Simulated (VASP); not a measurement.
# Ta in VASP: further runs, part 2 of 2

VASP 6.6.1.

## 6. Single point, PBE (strain +0.080 along x and y, +0.040 along z)

The input, INCAR:

```
PREC = Accurate ; ENCUT = 520
EDIFF = 1E-6 ; ISMEAR = 0
SIGMA = 0.15 ; LREAL = F
LASPH = T ; NELM = 80
ALGO = Fast ; ISIF = 2
LWAVE = F ; LCHARG = T
GGA = PE ; LELF = T
LVHAR = T ; NBANDS = 12
```

The input, KPOINTS:

```
regular mesh
0
Gamma
  20 20 20
```

The input, POSCAR:

```
Ta
1.0
   -1.7833824000      1.7833824000      1.7173312000
    1.7833824000     -1.7833824000      1.7173312000
    1.7833824000      1.7833824000     -1.7173312000
Ta
1
Direct
    0.0000000000      0.0000000000      0.0000000000
```

Potentials or basis: VASP PAW PBE potentials, release 64 (Ta_pv).

Command:

```console
$ cat potpaw_PBE.64/Ta_pv/POTCAR > POTCAR
$ mpirun -np 1 vasp_std > vasp.out
```

OUTCAR:

```text
PREC = Accurate
   ENCUT = 520
   EDIFF = 1E-6
   ISMEAR = 0
   LREAL = F
   LASPH = T
   NELM = 80
   ISIF = 2
   GGA = PE

 ion  position               nearest neighbor table
   1  0.000  0.000  0.000-

  LATTYP: Found a body centered tetragonal cell.
 ALAT       =     3.5667648000
 C/A-ratio  =     0.9629629630

  Lattice vectors:

 A1 = (  -1.7833824000,   1.7833824000,   1.7173312000)
 A2 = (   1.7833824000,  -1.7833824000,   1.7173312000)
 A3 = (   1.7833824000,   1.7833824000,  -1.7173312000)

Analysis of symmetry for initial positions (statically):
=====================================================================
 Subroutine PRICEL returns:
 Original cell was already a primitive cell.

 Routine SETGRP: Setting up the symmetry group for a
 body centered tetragonal supercell.

 Subroutine GETGRP returns: Found 16 space group operations
 (whereof 16 operations were pure point group operations)
 out of a pool of 16 trial point group operations.

The static configuration has the point symmetry D_4h.

[... 167 lines left out ...]
  band No.  band energies     occupation
      1     -29.8000      2.00000
      2     -29.8000      2.00000
      3     -29.7929      2.00000
      4      -3.1171      2.00000
      5       4.4646      0.00009
      6       4.8494      0.00000
      7       4.8494      0.00000
      8       7.0736      0.00000
      9       7.5821      0.00000
     10      17.9469      0.00000
     11      17.9469      0.00000
     12      18.5667      0.00000
[... 331 lines left out ...]
 k-point    24 :      -0.3500    0.0500    0.0000
  band No.  band energies     occupation
      1     -30.2409      2.00000
      2     -29.9542      2.00000
      3     -29.8073      2.00000
      4      -0.2110      2.00000
      5       3.2545      2.00000
      6       3.8917      1.86329
      7       7.1512      0.00000
      8       7.6443      0.00000
      9       8.0302      0.00000
     10      15.8209      0.00000
     11      16.9889      0.00000
     12      18.0485      0.00000

 [... further k-points ...]

------------------------ aborting loop because EDIFF is reached ----------------------------------------

  FORCE on cell =-STRESS in cart. coord.  units (eV):
  Direction    XX          YY          ZZ          XY          YZ          ZX
  --------------------------------------------------------------------------------------
  -------------------------------------------------------------------------------------
  Total       -3.4325810     -3.4325810     -3.1905698      0.0000000      0.0000000      0.0000000
  in kB     -251.7261734   -251.7261734   -233.9784305      0.0000000      0.0000000      0.0000000
  external PRESSURE =    -245.8102591 kB  Pullay stress =       0.0000000 kB

 VOLUME and BASIS-vectors are now :
 -----------------------------------------------------------------------------
  energy-cutoff  :      520.00
  volume of cell :       21.85
      direct lattice vectors                 reciprocal lattice vectors
    -1.783382400  1.783382400  1.717331200     0.000000000  0.280366118  0.291149430
     1.783382400 -1.783382400  1.717331200     0.280366118  0.000000000  0.291149430
     1.783382400  1.783382400 -1.717331200     0.280366118  0.280366118  0.000000000

 POSITION                                       TOTAL-FORCE (eV/Angst)
 -----------------------------------------------------------------------------------
      0.00000      0.00000      0.00000        -0.000000      0.000000     -0.000000
 -----------------------------------------------------------------------------------
    total drift:                               -0.000000      0.000000      0.000000

  FREE ENERGIE OF THE ION-ELECTRON SYSTEM (eV)
  ---------------------------------------------------
  free  energy   TOTEN  =       -11.5023914768 eV

  energy  without entropy=      -11.4839721169  energy(sigma->0) =      -11.49318180
```

OSZICAR:

```text
N       E                     dE             d eps       ncg     rms          rms(c)
DAV:   1     0.606081515547E+02    0.60608E+02   -0.60449E+03 15400   0.843E+02
DAV:   2    -0.110408551925E+02   -0.71649E+02   -0.69924E+02 17316   0.237E+02
DAV:   3    -0.121379557312E+02   -0.10971E+01   -0.10832E+01 18720   0.276E+01
DAV:   4    -0.121420223695E+02   -0.40666E-02   -0.40660E-02 16976   0.186E+00
DAV:   5    -0.121420446997E+02   -0.22330E-04   -0.22330E-04 18760   0.128E-01    0.966E+00
RMM:   6    -0.116286860159E+02    0.51336E+00   -0.38600E-01 16312   0.497E+00    0.422E+00
RMM:   7    -0.115022823440E+02    0.12640E+00   -0.34010E-01 16661   0.451E+00    0.499E-01
RMM:   8    -0.115024309744E+02   -0.14863E-03   -0.17339E-02 17691   0.109E+00    0.300E-01
RMM:   9    -0.115023626780E+02    0.68296E-04   -0.33150E-03 18695   0.451E-01    0.779E-02
RMM:  10    -0.115023744092E+02   -0.11731E-04   -0.58278E-04 19630   0.158E-01    0.157E-02
RMM:  11    -0.115023869614E+02   -0.12552E-04   -0.12506E-04 20467   0.658E-02    0.186E-02
RMM:  12    -0.115023895616E+02   -0.26002E-05   -0.26731E-05 20251   0.266E-02    0.650E-02
RMM:  13    -0.115023908915E+02   -0.13299E-05   -0.45986E-06 16592   0.139E-02    0.279E-02
RMM:  14    -0.115023914768E+02   -0.58533E-06   -0.94847E-07 13633   0.620E-03
   1 F= -.11502391E+02 E0= -.11493182E+02  d E =-.184194E-01
```

Wall time 1.8 min (1 thread of Intel Xeon Platinum 8559C (Emerald Rapids), shared host); peak memory 0.27 GiB.

Results:

| Item | Value |
| --- | --- |
| Free energy | -11.5024 eV |
| Pressure | -24.6 GPa |
| Band gap on the k mesh | zero (an odd number of electrons rules out a gap without spin polarisation) |

Caveat: the cell differs from its parent crystal (strain +0.080 along x and y, +0.040 along z); the cell stands under tension; spin-orbit coupling is left out, which moves the levels of the heavy elements.

## 7. Single point, PBE (strain -0.080 along x and y, -0.040 along z)

The input, INCAR:

```
SYSTEM = Ta
PREC = Accurate ; ENCUT = 520
EDIFF = 1E-6 ; ISMEAR = 0
SIGMA = 0.15 ; LREAL = .FALSE.
LASPH = .TRUE. ; NELM = 60
ALGO = Fast ; ISIF = 2
LWAVE = .FALSE. ; LCHARG = .FALSE.
GGA = PE ; NBANDS = 12
```

The input, KPOINTS:

```
Automatic mesh
0
G
  20 20 20
  0 0 0
```

The input, POSCAR:

```
Ta
1.0
   -1.5191776000      1.5191776000      1.5852288000
    1.5191776000     -1.5191776000      1.5852288000
    1.5191776000      1.5191776000     -1.5852288000
Ta
1
Direct
    0.0000000000      0.0000000000      0.0000000000
```

Command:

```console
$ cat potpaw_PBE.64/Ta_pv/POTCAR > POTCAR
$ mpirun -np 1 vasp_std > vasp.out
```

It took 76 s on 1 thread of Intel Xeon Platinum 8559C (Emerald Rapids), shared host; peak memory 0.21 GiB.

The run converged. Its results:

```
Free energy            : -11.1695 eV
Pressure               : 66.4 GPa
Band gap on the k mesh : zero (an odd number of electrons rules out a gap without spin polarisation)
```

Stress tensor (GPa, compression positive):
```
69.28  0.00  0.00
 0.00 69.28  0.00
 0.00  0.00 60.78
```

Levels at points of the mesh, in eV from the Fermi level:
```tsv
k point	band 1	band 2	band 3	band 4	band 5	band 6	band 7	band 8	band 9	band 10
(0.00, 0.00, 0.00)	-32.26	-32.25	-32.25	-8.67	0.44	0.44	1.11	4.20	5.16	15.42
(0.50, 0.00, 0.00)	-34.51	-32.92	-32.26	-5.44	-2.07	2.69	4.30	6.08	9.92	12.94
(0.50, 0.50, 0.00)	-34.48	-33.00	-32.34	-5.48	-2.75	3.09	5.42	6.41	10.12	12.89
(0.50, 0.50, 0.50)	-33.90	-33.71	-33.71	-5.36	-5.18	8.50	8.74	8.74	10.08	11.20
```

Caveat: the cell differs from its parent crystal (strain -0.080 along x and y, -0.040 along z); the stress differs along the axes, from 61 to 69 GPa; spin-orbit coupling is left out, which moves the levels of the heavy elements.

## 8. Summary

| cell | gap on the mesh (eV) | pressure (GPa) |
| --- | --- | --- |
| a = 2.975 Å, angles 109.5°, 1 atom | none | -16.5 |
| a = 3.089 Å, angles 109.5°, 1 atom | none | -27.7 |
| a = 2.937 Å, angles 108.4, 108.4, 111.6°, 1 atom | none | -10.8 |
| a = 3.013 Å, angles 110.5, 110.5, 107.4°, 1 atom | none | -20.8 |
| a = 3.051 Å, angles 108.5, 108.5, 111.5°, 1 atom | none | -24.6 |
| a = 2.670 Å, angles 110.6, 110.6, 107.2°, 1 atom | none | 66.4 |

Alike in all rows: task single point; level PBE; potentials or basis VASP PAW PBE potentials, release 64 (Ta_pv); no spin polarisation; k mesh 20 × 20 × 20; cutoff (eV) 520; smearing gaussian 0.15 eV.

Caveats: spin-orbit coupling is left out, which moves the levels of the heavy elements; the cell stands under tension (at least some runs); the stress differs along the axes, from 61 to 69 GPa (at least some runs).

Total energies depend on the potentials used, so only differences within one code and one set of settings carry meaning.
